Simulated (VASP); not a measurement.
Here is a VASP 6.6.1 calculation.

Contents of INCAR:

```
PREC = Accurate
ENCUT = 420
EDIFF = 1E-8
ISMEAR = -1
SIGMA = 0.05
LREAL = F
LASPH = T
NELM = 120
ALGO = Normal
ISIF = 2
LWAVE = F
LCHARG = F
GGA = PS
LEFG = T
NBANDS = 15
GGA_COMPAT = F
```

File KPOINTS:

```
Automatic mesh
0
Gamma
  13 13 11
```

File POSCAR:

```
HfB2
1.0
    3.0772000985      0.0000000000      0.0000000000
   -1.5386000493      2.6649334578      0.0000000000
    0.0000000000      0.0000000000      3.4800000000
Hf B
1 2
Direct
    0.0000000000      0.0000000000      0.0000000000
    0.3333333333      0.6666666667      0.5000000000
    0.6666666667      0.3333333333      0.5000000000
```

Potentials or basis: VASP PAW PBE potentials, release 64 (Hf_pv, B).

Command:

```bash
$ cat potpaw_PBE.64/Hf_pv/POTCAR potpaw_PBE.64/B/POTCAR > POTCAR
$ mpirun -np 1 vasp_std > vasp.out
```

Question: Predict the band gap on the k mesh.

Answer: Zero (band 8 reaches 8.71 eV, above the bottom of band 9 at 7.45 eV).

Question: Estimate the pressure.

Answer: 6.8 GPa.

Electric field gradients, principal values (V/Å²):
| atom | least | middle | greatest (by size) |
| --- | --- | --- | --- |
| 1 Hf | -43.354 | -43.355 | 86.709 |
| 2 B | -1.420 | -1.421 | 2.841 |
| 3 B | -1.420 | -1.421 | 2.841 |

Caveat: the cell differs from its parent crystal (equal xx and yy strain of -2 %); without QUAD_EFG the Cq values of the log hold for a quadrupole moment of 1 mb, not for the nuclei; the PAW data sets were made with another functional, which shifts forces and pressure a little; spin-orbit coupling is left out, which moves the levels of the heavy elements.
